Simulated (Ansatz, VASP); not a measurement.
**Two plane-wave programs on Be**

```
Be
1.0
    -1.25009    1.25009    1.25009
     1.25009   -1.25009    1.25009
     1.25009    1.25009   -1.25009
Be
1
Direct
  0.00000 0.00000 0.00000
```

Alike in both runs: functional PBE; k mesh 30 × 30 × 30; occupations gaussian, width 0.1 eV; no spin polarisation.

Ansatz relaxed the structure, and its values are those at the end. VASP's run is a single point on that final structure, the one shown.

|  | VASP | Ansatz |
| --- | --- | --- |
| version | VASP 6.6.1 | Ansatz 0.2.0 |
| potentials or method | VASP PAW PBE potentials, release 64 (Be), cutoff 520 eV | scalar-relativistic, plane waves, PAW |
| valence electrons in the cell | 2 | 2 |

Ansatz gave:

- gap on the k mesh at the Fermi level (eV): none
- pressure (GPa): 0.0

Question: Which values does VASP return?

Answer: gap on the k mesh at the Fermi level (eV): none; pressure (GPa): 0.2.

A gap of «none» marks a metal or a gap that the smearing closes. With one functional, cell and mesh, what is left measures potentials, basis and numerics.
